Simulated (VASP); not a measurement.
Set up this calculation in VASP 6.6.1, as the native input.

| Property | Result |
| --- | --- |
| Task | single point |
| Functional | r2SCAN |
| Potentials or basis | VASP PAW PBE potentials, release 64 (Au) |
| Cutoff | 520 eV |
| k mesh | 26 × 26 × 26 |
| Occupations | gaussian, width 0.15 eV |
| Spin | no spin polarisation |
| Dipole correction | no |
| Further INCAR settings | ALGO = Normal; EDIFF = 1e-06; NBANDS = 12 |

Au:

```xyz
1
Lattice="-1.5558 1.5558 1.6786 1.5558 -1.5558 1.6786 1.5558 1.5558 -1.6786" Properties=species:S:1:pos:R:3 pbc="T T T"
Au    0.0000    0.0000    0.0000
```

This cell differs from its parent crystal: strain -0.050 along x and y, +0.025 along z.

One way to write it, as run:

POSCAR

```
Au
1.0
   -1.5558035833      1.5558035833      1.6786301820
    1.5558035833     -1.5558035833      1.6786301820
    1.5558035833      1.5558035833     -1.6786301820
Au
1
Direct
    0.0000000000      0.0000000000      0.0000000000
```

INCAR.step1

```
  PREC = Accurate
  ENCUT = 520
  ISMEAR = 0
  SIGMA = 0.15
  LREAL = F
  LASPH = T
  NELM = 80
  NBANDS = 12
  GGA = PE
  ALGO = Normal
  EDIFF = 1E-4
  LWAVE = T
  LCHARG = F
```

INCAR.step2

```
  PREC = Accurate
  ENCUT = 520
  EDIFF = 1E-6
  ISMEAR = 0
  SIGMA = 0.15
  LREAL = F
  LASPH = T
  NELM = 80
  ALGO = Normal
  ISIF = 2
  LWAVE = F
  LCHARG = F
  METAGGA = R2SCAN
  LMIXTAU = T
  NBANDS = 12
  ISTART = 1
```

KPOINTS

```
Automatic mesh
0
Gamma
  26 26 26
```

Potentials or basis: VASP PAW PBE potentials, release 64 (Au).

Launch:

```bash
$ cat potpaw_PBE.64/Au/POTCAR > POTCAR
$ cp INCAR.step1 INCAR
$ mpirun -np 1 vasp_std > vasp.out
$ cp INCAR.step2 INCAR
$ mpirun -np 1 vasp_std > vasp.out
```

It gave:

```json
{"Pressure": "15.7 GPa"}
```

Caveat: the cell differs from its parent crystal (strain -0.050 along x and y, +0.025 along z); the PAW data sets were made with another functional, which shifts forces and pressure a little.

Wall time 7.7 min on 1 thread of Intel(R) Xeon(R) Platinum 8488C (Sapphire Rapids) (shared host), peak memory 0.36 GiB.
